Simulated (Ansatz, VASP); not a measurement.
# HfTi3O8 in VASP and in Ansatz

The input INCAR:

```
SYSTEM = HfTi3O8
ALGO = Normal
EDIFF = 1E-6
ENCUT = 520
GGA = PE
ISIF = 2
ISMEAR = 0
LASPH = .True.
LCHARG = .False.
LREAL = .False.
LWAVE = .False.
NBANDS = 59
NELM = 80
PREC = Accurate
SIGMA = 0.1
```

File KPOINTS:

```
k-points
0
Gamma
  4 4 4
  0 0 0
```

Contents of POSCAR:

```
HfTi3O8
1.0
    3.3679183039     -3.2947933229      0.0000000000
    3.3679183039      3.2947933229      0.0000000000
   -0.0323007178      0.0000000000      6.1211257620
Hf Ti O
1 3 8
Direct
    0.4954099974      0.4954099974      0.0032757878
    0.0149534336      0.0149534336      0.7223193599
    0.9926402919      0.9926402919      0.2325739738
    0.5194503569      0.5194503569      0.5037070335
    0.3005825494      0.6975551292      0.7402009137
    0.2974963589      0.6976154276      0.2673026159
    0.8057968780      0.8057968780      0.0122693012
    0.8032450433      0.8032450433      0.5038557699
    0.6975551292      0.3005825494      0.7402009137
    0.6976154276      0.2974963589      0.2673026159
    0.1830427647      0.1830427647      0.0011279525
    0.1921136563      0.1921136563      0.5058715776
```

Input for Ansatz:

```yaml
crystal:
  lattice:
    - [3.3679183039, -3.2947933229, 0.0]
    - [3.3679183039, 3.2947933229, 0.0]
    - [-0.0323007178, 0.0, 6.121125762]
  atoms:
    - { symbol: Hf, position: [0.4954099974, 0.4954099974, 0.0032757878] }
    - { symbol: Ti, position: [0.0149534336, 0.0149534336, 0.7223193599] }
    - { symbol: Ti, position: [0.9926402919, 0.9926402919, 0.2325739738] }
    - { symbol: Ti, position: [0.5194503569, 0.5194503569, 0.5037070335] }
    - { symbol: O, position: [0.3005825494, 0.6975551292, 0.7402009137] }
    - { symbol: O, position: [0.2974963589, 0.6976154276, 0.2673026159] }
    - { symbol: O, position: [0.805796878, 0.805796878, 0.0122693012] }
    - { symbol: O, position: [0.8032450433, 0.8032450433, 0.5038557699] }
    - { symbol: O, position: [0.6975551292, 0.3005825494, 0.7402009137] }
    - { symbol: O, position: [0.6976154276, 0.2974963589, 0.2673026159] }
    - { symbol: O, position: [0.1830427647, 0.1830427647, 0.0011279525] }
    - { symbol: O, position: [0.1921136563, 0.1921136563, 0.5058715776] }
basis:
  ecutwfc: 420
kpoints:
  mp_grid: { grid: [4, 4, 4] }
hamiltonian:
  xc: pbe
scf:
  occupations: { method: gaussian, width: 0.1 }
  lower_state_search: "off"
output:
  forces: true
  stress: true
  eigenvalues: true
```

Change from the starting cell: the structure that the rattled cell fell into.

Alike in both runs: task single point; functional PBE; k mesh 4 × 4 × 4; occupations gaussian, width 0.1 eV; no spin polarisation.

|  | VASP | Ansatz |
| --- | --- | --- |
| version | VASP 6.6.1 | Ansatz 0.2.0 |
| potentials or method | VASP PAW PBE potentials, release 64 (Hf_pv, Ti_sv, O), cutoff 520 eV | scalar-relativistic, plane waves, PAW |
| valence electrons in the cell | 94 | 110 |

```tsv
	VASP	Ansatz	Ansatz less VASP
gap on the k mesh at the Fermi level (eV)	2.19	2.22	+0.030
least direct gap on the mesh (eV)	2.38	2.41	+0.030
pressure (GPa)	-0.3	0.0	+0.29
traceless stress, the component that is largest in VASP (GPa)	-0.19	-0.17	+0.025
rms of the force components (eV/Å)	0.078	0.007	-0.0705
```

Atom by atom the forces differ by 0.077 eV/Å (rms over components). VASP's potentials hold 94 valence electrons a cell and Ansatz's 110, so a difference there can come from the potentials and not from the codes.

Spin-orbit coupling is off throughout.
